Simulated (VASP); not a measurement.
# LiH (Fm-3m) in VASP: further runs, part 3 of 3

VASP 6.6.1. The steps go on from the part before.

## (5) Vibrations by perturbation theory, PBEsol

This run uses another cell than the first one, of 7.19 Å³/atom, 1.186 times its volume.

INCAR

```
PREC = Accurate
ENCUT = 520
EDIFF = 1E-8
ISMEAR = 0
SIGMA = 0.01
LREAL = F
LASPH = T
NELM = 100
ALGO = Normal
ISIF = 2
LWAVE = F
LCHARG = F
GGA = PS
IBRION = 8
NSW = 1
```

KPOINTS

```
Automatic mesh
0
Gamma
  10 10 10
```

POSCAR

```
LiH
1.0
    1.9300173580      1.9300173580      0.0000000000
   -1.9300173580      1.9300173580      0.0000000000
    0.0000000000      1.9300173580      1.9300173580
Li H
1 1
Direct
    0.0000000000      0.0000000000      0.0000000000
    0.5000000000      0.5000000000      0.0000000000
```

Potentials or basis: VASP PAW PBE potentials, release 64 (Li_sv, H).

On the command line:

```console
cat potpaw_PBE.64/Li_sv/POTCAR potpaw_PBE.64/H/POTCAR > POTCAR
mpirun -np 1 vasp_std > vasp.out
```

OUTCAR:

```text
PREC = Accurate
   ENCUT = 520
   EDIFF = 1E-8
   ISMEAR = 0
   LREAL = F
   LASPH = T
   NELM = 100
   ISIF = 2
   GGA = PS
   IBRION = 8
   NSW = 1

 ion  position               nearest neighbor table
   1  0.000  0.000  0.000-
   2  0.500  0.500  0.000-

  LATTYP: Found a face centered cubic cell.
 ALAT       =     3.8600347160

  Lattice vectors:

 A1 = (   0.0000000000,   1.9300173580,   1.9300173580)
 A2 = (   1.9300173580,   0.0000000000,   1.9300173580)
 A3 = (   1.9300173580,   1.9300173580,   0.0000000000)

Analysis of symmetry for initial positions (statically):
=====================================================================
 Subroutine PRICEL returns:
 Original cell was already a primitive cell.

 Routine SETGRP: Setting up the symmetry group for a
 face centered cubic supercell.

 Subroutine GETGRP returns: Found 48 space group operations
 (whereof 48 operations were pure point group operations)
 out of a pool of 48 trial point group operations.

The static configuration has the point symmetry O_h .

Analysis of symmetry for dynamics (positions and initial velocities):
=====================================================================
 Subroutine PRICEL returns:
 Original cell was already a primitive cell.

 Routine SETGRP: Setting up the symmetry group for a
 face centered cubic supercell.

 Subroutine GETGRP returns: Found 48 space group operations
 (whereof 48 operations were pure point group operations)
[... 400 lines left out ...]
 -----------------------------------------------------------------------------------
    total drift:                               -0.000000      0.000000     -0.000000

  FREE ENERGIE OF THE ION-ELECTRON SYSTEM (eV)
  ---------------------------------------------------
  free  energy   TOTEN  =        -6.1031386985 eV

  energy  without entropy=       -6.1031386985  energy(sigma->0) =       -6.10313870

[... ionic steps 2 to 3 ...]

--------------------------------------- Ionic step        4  -------------------------------------------

------------------------ aborting loop because EDIFF is reached ----------------------------------------

[... ionic steps 5 to 6 ...]

--------------------------------------- Ionic step        7  -------------------------------------------

 Free energy of the ion-electron system (eV)
  ---------------------------------------------------
  ---------------------------------------------------
  free energy    TOTEN  =        -0.01772454 eV

  energy without entropy =       -0.01772454

------------------------ aborting loop because EDIFF is reached ----------------------------------------

 INTERNAL STRAIN TENSOR  FOR ION    2  DIRECTION 1   (eV/Angst):
 -----------------------------------------------------------------------------
    -0.00147  0.00000 -0.00000
    -0.00000  0.00418 -0.00000
    -0.00000 -0.00000  0.00418

 INTERNAL STRAIN TENSOR FOR ION    2 for displacements in x,y,z  (eV/Angst):
          X           Y           Z          XY          YZ          ZX
  --------------------------------------------------------------------------------
  x     0.00000     0.00000     0.00000     0.00000     0.00000     0.00000
  y     0.00000     0.00000     0.00000     0.00000     0.00000     0.00000
  z     0.00000     0.00000     0.00000     0.00000     0.00000     0.00000

 SECOND DERIVATIVES (NOT SYMMETRIZED)
 ------------------------------------
               1X          1Y          1Z          2X          2Y          2Z
  1X    -1.628294    0.000000    0.000000    1.628294    0.000000    0.000000
  1Y     0.000000   -1.628294    0.000000    0.000000    1.628294    0.000000
  1Z     0.000000    0.000000   -1.628294    0.000000    0.000000    1.628294
  2X     1.656799    0.000000   -0.000000   -1.656799   -0.000000    0.000000
  2Y    -0.000000    1.656799    0.000000    0.000000   -1.656799   -0.000000
  2Z    -0.000000   -0.000000    1.656799    0.000000    0.000000   -1.656799

 Eigenvectors and eigenvalues of the dynamical matrix
 ----------------------------------------------------

   1 f  =   21.487099 THz   135.007425 2PiTHz  716.732476 cm-1    88.863461 meV
             X         Y         Z           dx          dy          dz
      0.000000  0.000000  0.000000     0.350665   -0.000000    0.000000
      0.000000  1.930017  0.000000    -0.936501    0.000000    0.000000
[... 21 lines left out ...]
   6 f/i=    0.061229 THz     0.384711 2PiTHz    2.042368 cm-1     0.253221 meV
             X         Y         Z           dx          dy          dz
      0.000000  0.000000  0.000000    -0.092921   -0.931880   -0.000000
      0.000000  1.930017  0.000000    -0.034794   -0.348935    0.000000

--------------------------------------------------------------------------------------------------------

 ELASTIC MODULI CONTR FROM IONIC RELAXATION (kBar)
 Direction    XX          YY          ZZ          XY          YZ          ZX
 --------------------------------------------------------------------------------
 XX           0.0000      0.0000      0.0000      0.0000      0.0000      0.0000
 YY           0.0000      0.0000      0.0000      0.0000      0.0000      0.0000
 ZZ           0.0000      0.0000      0.0000      0.0000      0.0000      0.0000
 XY           0.0000      0.0000      0.0000      0.0000      0.0000      0.0000
 YZ           0.0000      0.0000      0.0000      0.0000      0.0000      0.0000
 ZX           0.0000      0.0000      0.0000      0.0000      0.0000      0.0000
 --------------------------------------------------------------------------------
```

It took 30 s on 1 thread of Intel Xeon 6975P-C, shared host; peak memory 0.14 GiB.

What came out:

```yaml
Highest_phonon_frequency_at_Γ_LO-TO_splitting_left_out: 717 cm⁻¹
```

Phonon frequencies in cm⁻¹ (negative: imaginary):
```
              q point           frequencies
(0.000, 0.000, 0.000)  -2 -2 -2 717 717 717
```

Caveat: the cell wasn't relaxed at this level first, which shifts response properties; the cutoff is under 1.25 times the usual one of these potentials, so pressure, stress and relaxed cells hold a basis-set (Pulay) error; the PAW data sets were made with another functional, which shifts forces and pressure a little.

## (6) Vibrations by perturbation theory, PBEsol

This run uses another cell than the first one, of 7.50 Å³/atom, 1.236 times its volume.

INCAR

```
SYSTEM = LiH
ALGO = Normal ; EDIFF = 1E-8
ENCUT = 520 ; GGA = PS
IBRION = 8 ; ISIF = 2
ISMEAR = 0 ; LASPH = .True.
LCHARG = .False. ; LREAL = .False.
LWAVE = .False. ; NBANDS = 9
NELM = 60 ; NSW = 1
PREC = Accurate ; SIGMA = 0.01
```

KPOINTS

```
k-points
0
Gamma
  10 10 10
  0 0 0
```

POSCAR

```
LiH
1.0
    1.9571437956      1.9571437956      0.0000000000
   -1.9571437956      1.9571437956      0.0000000000
    0.0000000000      1.9571437956      1.9571437956
Li H
1 1
Direct
    0.0000000000      0.0000000000      0.0000000000
    0.5000000000      0.5000000000      0.0000000000
```

Potentials or basis: VASP PAW PBE potentials, release 64 (Li_sv, H).

On the command line:

```console
cat potpaw_PBE.64/Li_sv/POTCAR potpaw_PBE.64/H/POTCAR > POTCAR
mpirun -np 1 vasp_std > vasp.out
```

OUTCAR:

```text
SYSTEM = LiH
   EDIFF = 1E-8
   ENCUT = 520
   GGA = PS
   IBRION = 8
   ISIF = 2
   ISMEAR = 0
   LASPH = .True.
   LREAL = .False.
   NELM = 60
   NSW = 1
   PREC = Accurate

 ion  position               nearest neighbor table
   1  0.000  0.000  0.000-
   2  0.500  0.500  0.000-

  LATTYP: Found a face centered cubic cell.
 ALAT       =     3.9142875912

  Lattice vectors:
[... 542 lines left out ...]

 SECOND DERIVATIVES (NOT SYMMETRIZED)
 ------------------------------------
               1X          1Y          1Z          2X          2Y          2Z
  1X    -1.463885   -0.000000    0.000000    1.463885    0.000000   -0.000000
  1Y     0.000000   -1.463885   -0.000000   -0.000000    1.463885    0.000000
  1Z     0.000000   -0.000000   -1.463885   -0.000000    0.000000    1.463885
  2X     1.468560   -0.000000    0.000000   -1.468560    0.000000   -0.000000
  2Y     0.000000    1.468560   -0.000000   -0.000000   -1.468560    0.000000
  2Z     0.000000    0.000000    1.468560   -0.000000   -0.000000   -1.468560

 Eigenvectors and eigenvalues of the dynamical matrix
 ----------------------------------------------------

   1 f  =   20.247323 THz   127.217684 2PiTHz  675.378006 cm-1    83.736163 meV
             X         Y         Z           dx          dy          dz
      0.000000  0.000000  0.000000     0.352840    0.000000   -0.000000
      0.000000  1.957144  0.000000    -0.935684   -0.000000    0.000000
[... 21 lines left out ...]
   6 f/i=    0.010657 THz     0.066957 2PiTHz    0.355464 cm-1     0.044072 meV
             X         Y         Z           dx          dy          dz
      0.000000  0.000000  0.000000     0.705263   -0.614905    0.000000
      0.000000  1.957144  0.000000     0.265950   -0.231877    0.000000

--------------------------------------------------------------------------------------------------------

 ELASTIC MODULI CONTR FROM IONIC RELAXATION (kBar)
 Direction    XX          YY          ZZ          XY          YZ          ZX
 --------------------------------------------------------------------------------
 XX           0.0000      0.0000      0.0000      0.0000      0.0000      0.0000
 YY           0.0000      0.0000      0.0000      0.0000      0.0000      0.0000
 ZZ           0.0000      0.0000      0.0000      0.0000      0.0000      0.0000
 XY           0.0000      0.0000      0.0000      0.0000      0.0000      0.0000
 YZ           0.0000      0.0000      0.0000      0.0000      0.0000      0.0000
 ZX           0.0000      0.0000      0.0000      0.0000      0.0000      0.0000
 --------------------------------------------------------------------------------
```

stdout:

```text
POSCAR found type information on POSCAR LiH
 POSCAR found :  2 types and       2 ions
 scaLAPACK will be used
 -----------------------------------------------------------------------------
|                                                                             |
|                                                                             |
|     You enforced a specific xc type in the INCAR file but a different       |
|     I HOPE YOU KNOW WHAT YOU ARE DOING!                                     |
|                                                                             |
 -----------------------------------------------------------------------------

 LDA part: xc-table for (Slater+PW92), standard interpolation
 POSCAR, INCAR and KPOINTS ok, starting setup
 FFT: planning ... GRIDC
 FFT: planning ... GRID_SOFT
 FFT: planning ... GRID
 WAVECAR not read
 entering main loop
 Linear response reoptimize wavefunctions to high precision
 Linear response DOF=           2
 Linear response progress:
 first order change of Fermi-energy   0.11976E-03
 force on displaced ion       1 direction 1 :  -1.464  -0.000  -0.000
 Linear response progress:
 first order change of Fermi-energy  -0.33155E-03
 force on displaced ion       2 direction 1 :  -1.469  -0.000  -0.000
 Linear response finished
```

It took 47 s on 1 thread of Intel Xeon 6975P-C, shared host; peak memory 0.17 GiB.

Results:

```yaml
Highest_phonon_frequency_at_Γ_LO-TO_splitting_left_out: 675 cm⁻¹
```

Phonon frequencies in cm⁻¹ (negative: imaginary):
| q point | frequencies |
| --- | --- |
| (0.000, 0.000, 0.000) | 0 0 0 675 675 675 |

Caveat: the cell wasn't relaxed at this level first, which shifts response properties; the cutoff is under 1.25 times the usual one of these potentials, so pressure, stress and relaxed cells hold a basis-set (Pulay) error; the PAW data sets were made with another functional, which shifts forces and pressure a little.
